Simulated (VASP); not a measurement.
# BeSe (F-43m) in VASP: a series of runs, part 2 of 2

VASP 6.6.1.

**4. Relaxation of cell and atoms, PBE+D4**

File INCAR:

```
SYSTEM = BeSe
PREC     = Accurate       ! precision mode
ENCUT    = 600            ! plane-wave cutoff, eV
EDIFF    = 1E-7           ! SCF threshold, eV
ISMEAR   = -1             ! smearing method
SIGMA    = 0.01           ! smearing width, eV
LREAL    = .False.        ! projectors in reciprocal space
LASPH    = .True.         ! aspherical terms in the spheres
NELM     = 120            ! most SCF steps
ALGO     = Normal         ! electronic algorithm
ISIF     = 3              ! what is computed and relaxed
LWAVE    = .False.        ! write WAVECAR
LCHARG   = .False.        ! write CHGCAR
GGA      = PE             ! functional
IVDW     = 13             ! dispersion correction
IBRION   = 2              ! ionic algorithm
NSW      = 60             ! ionic steps
EDIFFG   = -0.01          ! ionic threshold
GGA_COMPAT= .False.      
NELMIN   = 4
```

File KPOINTS:

```
Automatic mesh
0
Gamma
  4 4 4
  0 0 0
```

File POSCAR:

```
BeSe
1.0
    5.1228672748      0.0000000000      0.0000000000
    0.0000000000      5.1228672748      0.0000000000
    0.0000000000      0.0000000000      5.1228672748
Be Se
4 4
Direct
    0.0000000000      0.0000000000      0.0000000000
    0.0000000000      0.5000000000      0.5000000000
    0.5000000000      0.0000000000      0.5000000000
    0.5000000000      0.5000000000      0.0000000000
    0.2500000000      0.2500000000      0.2500000000
    0.2500000000      0.7500000000      0.7500000000
    0.7500000000      0.2500000000      0.7500000000
    0.7500000000      0.7500000000      0.2500000000
```

Potentials or basis: VASP PAW PBE potentials, release 64 (Be, Se).

Launch:

```bash
> cat potpaw_PBE.64/Be/POTCAR potpaw_PBE.64/Se/POTCAR > POTCAR
> mpirun -np 1 vasp_std > vasp.out
```

OUTCAR:

```text
SYSTEM = BeSe
   PREC = Accurate
   ENCUT = 600
   EDIFF = 1E-7
   ISMEAR = -1
   LREAL = .False.
   LASPH = .True.
   NELM = 120
   ISIF = 3
   GGA = PE
   IVDW = 13
   IBRION = 2
   NSW = 60
   EDIFFG = -0.01
   NELMIN = 4

 ion  position               nearest neighbor table
   1  0.000  0.000  0.000-   5 2.22   6 2.22   7 2.22   8 2.22
   2  0.000  0.500  0.500-   5 2.22   6 2.22   7 2.22   8 2.22
   3  0.500  0.000  0.500-   5 2.22   6 2.22   7 2.22   8 2.22
   4  0.500  0.500  0.000-   5 2.22   6 2.22   7 2.22   8 2.22
   5  0.250  0.250  0.250-   1 2.22   2 2.22   3 2.22   4 2.22
   6  0.250  0.750  0.750-   1 2.22   2 2.22   3 2.22   4 2.22
   7  0.750  0.250  0.750-   1 2.22   2 2.22   3 2.22   4 2.22
   8  0.750  0.750  0.250-   1 2.22   2 2.22   3 2.22   4 2.22

  LATTYP: Found a simple cubic cell.
 ALAT       =     5.1228672748

  Lattice vectors:

 A1 = (   5.1228672748,   0.0000000000,   0.0000000000)
 A2 = (   0.0000000000,   5.1228672748,   0.0000000000)
 A3 = (   0.0000000000,   0.0000000000,   5.1228672748)

Analysis of symmetry for initial positions (statically):
=====================================================================
 Subroutine PRICEL returns following result:

  LATTYP: Found a face centered cubic cell.
 ALAT       =     5.1228672748

  Lattice vectors:

 A1 = (   2.5614336374,  -2.5614336374,   0.0000000000)
 A2 = (   2.5614336374,   0.0000000000,   2.5614336374)
 A3 = (   0.0000000000,  -2.5614336374,   2.5614336374)

   4 primitive cells build up your supercell.

 Routine SETGRP: Setting up the symmetry group for a
 simple cubic supercell.

 Subroutine GETGRP returns: Found 24 space group operations
 (whereof 24 operations were pure point group operations)
 out of a pool of 48 trial point group operations.

The static configuration has the point symmetry T_d .

Analysis of symmetry for dynamics (positions and initial velocities):
=====================================================================
 Subroutine PRICEL returns following result:

  LATTYP: Found a face centered cubic cell.
 ALAT       =     5.1228672748

  Lattice vectors:

 A1 = (   2.5614336374,  -2.5614336374,   0.0000000000)
 A2 = (   2.5614336374,   0.0000000000,   2.5614336374)
 A3 = (   0.0000000000,  -2.5614336374,   2.5614336374)

   4 primitive cells build up your supercell.

 Routine SETGRP: Setting up the symmetry group for a
 simple cubic supercell.

 Subroutine GETGRP returns: Found 24 space group operations
 (whereof 24 operations were pure point group operations)
 out of a pool of 48 trial point group operations.

The dynamic configuration has the point symmetry T_d .

 Subroutine INISYM returns: Found 24 space group operations
[... 126 lines left out ...]
  ---------------------------------------------------
  ext. energy  EPLUGINS =         0.00000000
  ---------------------------------------------------
  free energy    TOTEN  =       -35.39728117 eV

  energy without entropy =      -35.39728117  energy(sigma->0) =      -35.39728117

------------------------ aborting loop because EDIFF is reached ----------------------------------------

  DFT-D4 for vdW energy calculation

  Edisp (eV):   -2.23408

  FORCE on cell =-STRESS in cart. coord.  units (eV):
  Direction    XX          YY          ZZ          XY          YZ          ZX
  --------------------------------------------------------------------------------------
  -------------------------------------------------------------------------------------
  Total       0.19001     0.19001     0.19001     0.00000     0.00000     0.00000
  in kB       2.26436     2.26436     2.26436     0.00000     0.00000     0.00000
  external pressure =        2.26 kB  Pullay stress =        0.00 kB

 VOLUME and BASIS-vectors are now :
 -----------------------------------------------------------------------------
  energy-cutoff  :      600.00
  volume of cell :      134.44
      direct lattice vectors                 reciprocal lattice vectors
     5.122867275  0.000000000  0.000000000     0.195203183  0.000000000  0.000000000
     0.000000000  5.122867275  0.000000000     0.000000000  0.195203183  0.000000000
     0.000000000  0.000000000  5.122867275     0.000000000  0.000000000  0.195203183

 POSITION                                       TOTAL-FORCE (eV/Angst)
 -----------------------------------------------------------------------------------
      0.00000      0.00000      0.00000        -0.000000      0.000000     -0.000000
      0.00000      2.56143      2.56143        -0.000000      0.000000     -0.000000
      2.56143      0.00000      2.56143        -0.000000      0.000000     -0.000000
      2.56143      2.56143      0.00000        -0.000000      0.000000     -0.000000
      1.28072      1.28072      1.28072         0.000000      0.000000      0.000000
      1.28072      3.84215      3.84215         0.000000     -0.000000     -0.000000
      3.84215      1.28072      3.84215        -0.000000      0.000000      0.000000
      3.84215      3.84215      1.28072        -0.000000     -0.000000     -0.000000
 -----------------------------------------------------------------------------------
    total drift:                                0.000000     -0.000000     -0.000000

  FREE ENERGIE OF THE ION-ELECTRON SYSTEM (eV)
  ---------------------------------------------------
  free  energy   TOTEN  =       -37.6313639919 eV

  energy  without entropy=      -37.6313639919  energy(sigma->0) =      -37.63136399

--------------------------------------- Ionic step        2  -------------------------------------------

 number of electron      32.0000005 magnetization

 Free energy of the ion-electron system (eV)
  ---------------------------------------------------
  ext. energy  EPLUGINS =         0.00000000
  ---------------------------------------------------
  free energy    TOTEN  =       -35.40483118 eV

  energy without entropy =      -35.40483118  energy(sigma->0) =      -35.40483118

 E-fermi :   3.6866     XC(G=0):  -9.4671

 val. band max:        3.4446192412   @ k =   0.0000   0.0000   0.0000
 cond. band min:       6.0464605576   @ k =   0.0000   0.0000   0.0000
 fundamental gap:      2.6018413164
 Fermi energy:         3.6866252113

 k-point     1 :       0.0000    0.0000    0.0000
  band No.  band energies     occupation
      1     -10.4133      2.00000
      2      -8.5776      2.00000
      3      -8.5776      2.00000
      4      -8.5776      2.00000
      5      -1.6820      2.00000
      6      -1.6820      2.00000
[... 229 lines left out ...]
     20       7.8084      0.00000
     21       9.4134      0.00000

------------------------ aborting loop because EDIFF is reached ----------------------------------------

  DFT-D4 for vdW energy calculation

  Edisp (eV):   -2.22677

  FORCE on cell =-STRESS in cart. coord.  units (eV):
  Direction    XX          YY          ZZ          XY          YZ          ZX
  --------------------------------------------------------------------------------------
  -------------------------------------------------------------------------------------
  Total      -0.04289    -0.04289    -0.04289     0.00000     0.00000    -0.00000
  in kB      -0.50938    -0.50938    -0.50938     0.00000     0.00000    -0.00000
  external pressure =       -0.51 kB  Pullay stress =        0.00 kB

 VOLUME and BASIS-vectors are now :
 -----------------------------------------------------------------------------
  energy-cutoff  :      600.00
  volume of cell :      134.91
      direct lattice vectors                 reciprocal lattice vectors
     5.128737148 -0.000000000  0.000000000     0.194979772 -0.000000000  0.000000000
     0.000000000  5.128737148 -0.000000000     0.000000000  0.194979772  0.000000000
    -0.000000000  0.000000000  5.128737148     0.000000000  0.000000000  0.194979772

 POSITION                                       TOTAL-FORCE (eV/Angst)
 -----------------------------------------------------------------------------------
      5.12874     -0.00000      5.12874        -0.000000      0.000000     -0.000000
      5.12874      2.56437      2.56437        -0.000000      0.000000     -0.000000
      2.56437     -0.00000      2.56437        -0.000000      0.000000     -0.000000
      2.56437      2.56437      5.12874        -0.000000      0.000000     -0.000000
      1.28218      1.28218      1.28218         0.000000      0.000000     -0.000000
      1.28218      3.84655      3.84655         0.000000     -0.000000      0.000000
      3.84655      1.28218      3.84655        -0.000000      0.000000      0.000000
      3.84655      3.84655      1.28218        -0.000000     -0.000000     -0.000000
 -----------------------------------------------------------------------------------
    total drift:                                0.000000      0.000000     -0.000000

  FREE ENERGIE OF THE ION-ELECTRON SYSTEM (eV)
  ---------------------------------------------------
  free  energy   TOTEN  =       -37.6316040408 eV

  energy  without entropy=      -37.6316040408  energy(sigma->0) =      -37.63160404

 reached required accuracy - stopping structural energy minimisation
```

It took 35 s on 1 thread of Intel Xeon 6975P-C (Granite Rapids), shared host; peak memory 0.27 GiB.

Results:

| Property | Result |
| --- | --- |
| Free energy | -37.6316 eV |
| Relaxed volume | 16.86 Å³/atom |
| Relaxed cell | a = 5.129 Å, b = 5.129 Å, c = 5.129 Å, α = 90.00°, β = 90.00°, γ = 90.00° |
| Space group after relaxing (to 0.1 Å) | F-43m (No. 216) |
| Energy gained by relaxing | 0.0 meV/atom |
| Ionic steps | 2 |
| Pressure after relaxing | -0.1 GPa |
| Band gap on the k mesh | 2.60 eV |
| Dispersion energy per atom | -0.278 eV |

Step by step:
| step | energy change (eV) | largest force (eV/Å) | pressure (GPa) | volume (Å³) |
| --- | --- | --- | --- | --- |
| 1 | 0.0000 | 0.0000 | 0.23 | 134.44 |
| 2 | -0.0002 | 0.0000 | -0.05 | 134.91 |

Final structure:
```xyz
8
Lattice="5.1287 0.0000 0.0000 0.0000 5.1287 0.0000 0.0000 0.0000 5.1287" Properties=species:S:1:pos:R:3 pbc="T T T"
Be    5.1287    0.0000    5.1287
Be    5.1287    2.5644    2.5644
Be    2.5644    0.0000    2.5644
Be    2.5644    2.5644    5.1287
Se    1.2822    1.2822    1.2822
Se    1.2822    3.8466    3.8466
Se    3.8466    1.2822    3.8466
Se    3.8466    3.8466    1.2822
```

Levels at points of the mesh, in eV from the valence-band top:
```
           k point  band 13  band 14  band 15  band 16  band 17  band 18  band 19  band 20
(0.00, 0.00, 0.00)    -2.69     0.00     0.00     0.00     2.60     2.60     2.60     4.20
(0.50, 0.00, 0.00)    -1.66    -1.66    -1.66    -1.66     3.76     3.76     5.80     5.80
(0.50, 0.50, 0.00)    -1.17    -1.17    -1.17    -1.17     5.08     5.08     5.08     5.08
(0.50, 0.50, 0.50)    -1.09    -1.09    -1.09    -1.09     4.36     4.36     4.36     4.36
```

**5. Summary**

```tsv
task	cell	gap on the mesh (eV)	pressure (GPa)	relaxed volume (Å³/atom)
single point	a = 5.123 Å, 8 atoms	2.59	0.2	-
relaxation of cell and atoms	relaxed from a = 5.070 Å, 8 atoms	2.60	0.0	16.85
relaxation of cell and atoms	relaxed from a = 5.123 Å, 8 atoms	2.60	-0.1	16.86
```

Alike in all rows: level PBE+D4; potentials or basis VASP PAW PBE potentials, release 64 (Be, Se); no spin polarisation; k mesh 4 × 4 × 4; cutoff (eV) 600; smearing fermi-dirac 0.01 eV.

Absolute energies hang on the potentials; compare differences alone.
